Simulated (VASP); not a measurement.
# Cd (P6_3/mmc) in VASP: further runs

Cd is run at these levels: PBEsol; tasks: single point.

All numbers are computed with VASP 6.6.1; they aren't measurements. Logs are shortened: lines on timing, memory, paths and dates and some standing lists are left out, and cuts for length are marked.

## 1. The cell of the first run

It takes space group P6_3/mmc (No. 194, hexagonal). The conventional cell has a = 2.944 Å, b = 2.944 Å, c = 5.274 Å, α = 90.00°, β = 90.00°, γ = 120.00°. Cd (site symmetry -6m2) has 12 Cd at 2.94 to 3.14 Å within 3.9 Å.

## 2. Single point, PBEsol (strain along c alone, the other axes held: -6.0 %)

INCAR reads:

```
  ALGO = Fast
  EDIFF = 1E-7
  ENCUT = 520
  GGA = PS
  ISIF = 2
  ISMEAR = 0
  LASPH = T
  LCHARG = T
  LELF = T
  LREAL = F
  LVHAR = T
  LWAVE = F
  NBANDS = 19
  NELM = 60
  PREC = Accurate
  SIGMA = 0.1
```

KPOINTS reads:

```
k-points
0
Gamma
  24 24 10
```

POSCAR reads:

```
Cd
1.0
    2.9442134660      0.0000000000      0.0000000000
   -1.4721067330      2.5497636557      0.0000000000
    0.0000000000      0.0000000000      5.2736950245
Cd
2
Direct
    0.3333333333      0.6666666667      0.2500000000
    0.6666666667      0.3333333333      0.7500000000
```

Potentials or basis: VASP PAW PBE potentials, release 64 (Cd).

Launch:

```bash
> cat potpaw_PBE.64/Cd/POTCAR > POTCAR
> mpirun -np 1 vasp_std > vasp.out
```

OUTCAR:

```text
EDIFF = 1E-7
   ENCUT = 520
   GGA = PS
   ISIF = 2
   ISMEAR = 0
   LASPH = T
   LREAL = F
   NELM = 60
   PREC = Accurate

 ion  position               nearest neighbor table
   1  0.333  0.667  0.250-   2 3.14   2 3.14   2 3.14   2 3.14   2 3.14   2 3.14
   2  0.667  0.333  0.750-   1 3.14   1 3.14   1 3.14   1 3.14   1 3.14   1 3.14

  LATTYP: Found a hexagonal cell.
 ALAT       =     2.9442134660
 C/A-ratio  =     1.7912067469

  Lattice vectors:

 A1 = (   2.9442134660,   0.0000000000,   0.0000000000)
 A2 = (  -1.4721067330,   2.5497636557,   0.0000000000)
 A3 = (   0.0000000000,   0.0000000000,   5.2736950245)

Analysis of symmetry for initial positions (statically):
=====================================================================
 Subroutine PRICEL returns:
 Original cell was already a primitive cell.

 Routine SETGRP: Setting up the symmetry group for a
 hexagonal supercell.

 Subroutine GETGRP returns: Found 24 space group operations
 (whereof 12 operations were pure point group operations)
 out of a pool of 24 trial point group operations.

The static configuration has the point symmetry D_3d.
 The point group associated with its full space group is D_6h.

Analysis of symmetry for dynamics (positions and initial velocities):
=====================================================================
 Subroutine PRICEL returns:
 Original cell was already a primitive cell.

 Routine SETGRP: Setting up the symmetry group for a
 hexagonal supercell.

 Subroutine GETGRP returns: Found 24 space group operations
 (whereof 12 operations were pure point group operations)
 out of a pool of 24 trial point group operations.

The dynamic configuration has the point symmetry D_3d.
 The point group associated with its full space group is D_6h.

 Subroutine INISYM returns: Found 24 space group operations
 (whereof 12 operations are pure point group operations),
 and found     1 'primitive' translations

----------------------------------------------------------------------------------------

                                     Primitive cell

  volume of cell :      39.5899

  direct lattice vectors                    reciprocal lattice vectors
     2.944213466  0.000000000  0.000000000     0.339649285  0.196096606  0.000000000
    -1.472106733  2.549763656  0.000000000     0.000000000  0.392193213  0.000000000
     0.000000000  0.000000000  5.273695025     0.000000000  0.000000000  0.189620370

  length of vectors
     2.944213466  2.944213466  5.273695025     0.392193213  0.392193213  0.189620370

  position of ions in fractional coordinates (direct lattice)
     0.333333333  0.666666667  0.250000000
     0.666666667  0.333333333  0.750000000

  ion indices of the primitive-cell ions
   primitive index   ion index
                 1           1
                 2           2

----------------------------------------------------------------------------------------

 KPOINTS: k-points

Automatic generation of k-mesh.
 Grid dimensions read from file:
 generate k-points for:   24   24   10

 Generating k-lattice:

  Cartesian coordinates                     Fractional coordinates (reciprocal lattice)
     0.014152054  0.008170692  0.000000000     0.041666667 -0.000000000  0.000000000
     0.000000000  0.016341384  0.000000000     0.000000000  0.041666667  0.000000000
     0.000000000  0.000000000  0.018962037     0.000000000  0.000000000  0.100000000

  Length of vectors
     0.016341384  0.016341384  0.018962037

  Shift w.r.t. Gamma in fractional coordinates (k-lattice)
     0.000000000  0.000000000  0.000000000

 Subroutine IBZKPT returns following result:
 ===========================================

 Found    366 irreducible k-points:

 Following reciprocal coordinates:
            Coordinates               Weight
  0.000000  0.000000  0.000000      1.000000
  0.041667  0.000000  0.000000      6.000000
  0.083333  0.000000  0.000000      6.000000
  0.125000 -0.000000  0.000000      6.000000
  0.166667  0.000000  0.000000      6.000000
  0.208333 -0.000000  0.000000      6.000000
[... 16 lines left out ...]
  0.416667  0.041667  0.000000     12.000000
  0.458333  0.041667  0.000000     12.000000
 [... further k-points ...]
   k-points           NKPTS =    366   k-points in BZ     NKDIM =    366   number of bands    NBANDS=     19
   number of dos      NEDOS =    301   number of ions     NIONS =      2
   total plane-waves  NPLWV =  23040
   dimension x,y,z NGX =    24 NGY =   24 NGZ =   40
   dimension x,y,z NGXF=    48 NGYF=   48 NGZF=   80
   ions per type =               2
   NGX,Y,Z   is equivalent  to a cutoff of  13.55, 13.55, 12.61 a.u.
   NGXF,Y,Z  is equivalent  to a cutoff of  27.10, 27.10, 25.22 a.u.
 SYSTEM =  unknown system
   PREC   = accura    normal or accurate (medium, high low for compatibility)
   ISTART =      0    job   : 0-new  1-cont  2-samecut
   ICHARG =      2    charge: 1-file 2-atom 10-const
   ISPIN  =      1    spin polarized calculation?
   LNONCOLLINEAR =      F non collinear calculations
   LSORBIT =      F    spin-orbit coupling
   LASPH  =      T    aspherical Exc in radial PAW
   ENCUT  =  520.0 eV  38.22 Ry    6.18 a.u.   5.47  5.47  9.81*2*pi/ulx,y,z
   NELM   =     60;   NELMIN=  2; NELMDL= -5     # of ELM steps
   EDIFF  = 0.1E-06   stopping-criterion for ELM
   LREAL  =      F    real-space projection
   EDIFFG = 0.1E-05   stopping-criterion for IOM
   NSW    =      0    number of steps for IOM
   IBRION =     -1    ionic relax: 0-MD 1-quasi-New 2-CG
   NFREE  =      0    steps in history (QN), initial steepest desc. (CG)
   ISIF   =      2    stress and relaxation
   ISYM   =      2    0-nonsym 1-usesym 2-fastsym
   POTIM  = 0.5000    time-step for ionic-motion
   TEBEG  =    0.0;   TEEND  =   0.0 temperature during run
   PSTRESS=    0.0 pullay stress
   NELECT =      24.0000    total number of electrons
   NUPDOWN=      -1.0000    fix difference up-down
   EMIN   =  10.00;   EMAX   =-10.00  energy-range for DOS
   EFERMI =   0.00;   METHOD = LEGACY
   ISMEAR =     0;   SIGMA  =   0.10  broadening in eV -4-tet -1-fermi 0-gaus
   EFERMI_NEDOS =   21; number of points for ismear=-14 and -15
   IALGO  =     68    algorithm
   IMIX   =      4    mixing-type and parameters
     AMIX     =   0.40;   BMIX     =  1.00
     AMIX_MAG =   1.60;   BMIX_MAG =  1.00
  volume/ion in A,a.u.               =      19.79       133.58
  Fermi-wavevector in a.u.,A,eV,Ry     =   1.385534  2.618279 26.119163  1.919704
  Thomas-Fermi vector in A             =   2.509935
   LORBIT       =      0    0 simple, 1 ext, 2 COOP (PROOUT), +10 PAW based schemes
   GGA     = PS    functional components
   LHFCALC =     F    Hartree Fock is set to
   AEXX    =    0.0000 exact exchange contribution
   IVDW    =     0    specifies the selected vdW correction
   LEPSILON=     F    determine dielectric tensor
   LRPA    =     F    only Hartree local field effects (RPA)
 non-spin polarized calculation
 RMM-DIIS sequential band-by-band and
 Gauss-broadening in eV      SIGMA  =   0.10
  energy-cutoff  :      520.00
  volume of cell :       39.59
 maximum number of plane-waves:      1100
 NGX is ok and might be reduce to    24
   NGX = 11   NGY = 11   NGZ = 19

 number of electron      24.0000012 magnetization

 Free energy of the ion-electron system (eV)
  ---------------------------------------------------
  ext. energy  EPLUGINS =         0.00000000
  ---------------------------------------------------
  free energy    TOTEN  =        -2.36827202 eV

  energy without entropy =       -2.36552270  energy(sigma->0) =       -2.36689736

 E-fermi :   3.5606     XC(G=0): -11.6893

 val. band max:        3.5435614861   @ k =   0.3333   0.2917   0.2000
 cond. band min:       3.5655524427   @ k =   0.5000  -0.0000   0.5000
 fundamental gap:      0.0219909565
 Fermi energy:         3.5605520203

 k-point     1 :       0.0000    0.0000    0.0000
  band No.  band energies     occupation
      1      -6.7246      2.00000
      2      -6.3493      2.00000
      3      -6.0547      2.00000
      4      -5.9553      2.00000
      5      -5.9553      2.00000
      6      -5.8741      2.00000
[... 11 lines left out ...]
     18      19.3149      0.00000
     19      20.1808      0.00000

 k-point     2 :       0.0417    0.0000    0.0000
  band No.  band energies     occupation
      1      -6.7047      2.00000
      2      -6.3150      2.00000
      3      -6.0436      2.00000
      4      -5.9539      2.00000
      5      -5.9376      2.00000
      6      -5.8797      2.00000
[... 11 lines left out ...]
     18      19.5741      0.00000
     19      20.4451      0.00000

 k-point     3 :       0.0833    0.0000    0.0000
  band No.  band energies     occupation
      1      -6.6492      2.00000
      2      -6.2385      2.00000
      3      -6.0242      2.00000
      4      -5.9361      2.00000
      5      -5.8855      2.00000
      6      -5.8660      2.00000
[... 11 lines left out ...]
     18      19.8735      0.00000
     19      20.3222      0.00000

 k-point     4 :       0.1250   -0.0000    0.0000
  band No.  band energies     occupation
      1      -6.5735      2.00000
      2      -6.1836      2.00000
      3      -6.0392      2.00000
      4      -5.9210      2.00000
      5      -5.8016      2.00000
      6      -5.7284      2.00000
[... 407 lines left out ...]
     18      16.8832      0.00000
     19      17.1109      0.00000

 k-point    23 :       0.4167    0.0417    0.0000
  band No.  band energies     occupation
      1      -6.8116      2.00000
      2      -6.5299      2.00000
      3      -6.4711      2.00000
      4      -5.8264      2.00000
      5      -5.7755      2.00000
      6      -5.6469      2.00000
[... 11 lines left out ...]
     18      16.7892      0.00000
     19      16.9194      0.00000

 k-point    24 :       0.4583    0.0417    0.0000
  band No.  band energies     occupation
      1      -6.8332      2.00000
      2      -6.5512      2.00000
      3      -6.5026      2.00000
      4      -5.8367      2.00000
      5      -5.7925      2.00000
      6      -5.6242      2.00000
[... 11 lines left out ...]
     18      16.6332      0.00000
     19      16.8389      0.00000

 [... further k-points ...]

------------------------ aborting loop because EDIFF is reached ----------------------------------------

  FORCE on cell =-STRESS in cart. coord.  units (eV):
  Direction    XX          YY          ZZ          XY          YZ          ZX
  --------------------------------------------------------------------------------------
  -------------------------------------------------------------------------------------
  Total        0.9881745      0.9881745      1.0021741      0.0000000      0.0000000      0.0000000
  in kB       39.9907902     39.9907902     40.5573456      0.0000000      0.0000000      0.0000000
  external PRESSURE =      40.1796420 kB  Pullay stress =       0.0000000 kB

 VOLUME and BASIS-vectors are now :
 -----------------------------------------------------------------------------
  energy-cutoff  :      520.00
  volume of cell :       39.59
      direct lattice vectors                 reciprocal lattice vectors
     2.944213466  0.000000000  0.000000000     0.339649285  0.196096606  0.000000000
    -1.472106733  2.549763656  0.000000000     0.000000000  0.392193213  0.000000000
     0.000000000  0.000000000  5.273695025     0.000000000  0.000000000  0.189620370

 POSITION                                       TOTAL-FORCE (eV/Angst)
 -----------------------------------------------------------------------------------
     -0.00000      1.69984      1.31842        -0.000000      0.000000      0.000000
      1.47211      0.84992      3.95527         0.000000     -0.000000      0.000000
 -----------------------------------------------------------------------------------
    total drift:                               -0.000000      0.000000     -0.000000

  FREE ENERGIE OF THE ION-ELECTRON SYSTEM (eV)
  ---------------------------------------------------
  free  energy   TOTEN  =        -2.3682720235 eV

  energy  without entropy=       -2.3655226994  energy(sigma->0) =       -2.36689736
```

Run time: 2.2 min. Hardware: 1 thread of Intel Xeon Platinum 8488C (Sapphire Rapids), shared host; peak memory 0.33 GiB.

Results:

- Free energy: -2.3683 eV
- Pressure: 4.0 GPa
- Band gap on the k mesh: zero (band 12 reaches 4.86 eV, above the bottom of band 13 at 1.08 eV)

Caveat: the cell differs from its parent crystal (strain along c alone, the other axes held: -6.0 %); the PAW data sets were made with another functional, which shifts forces and pressure a little.

[end of part 1 of 2]
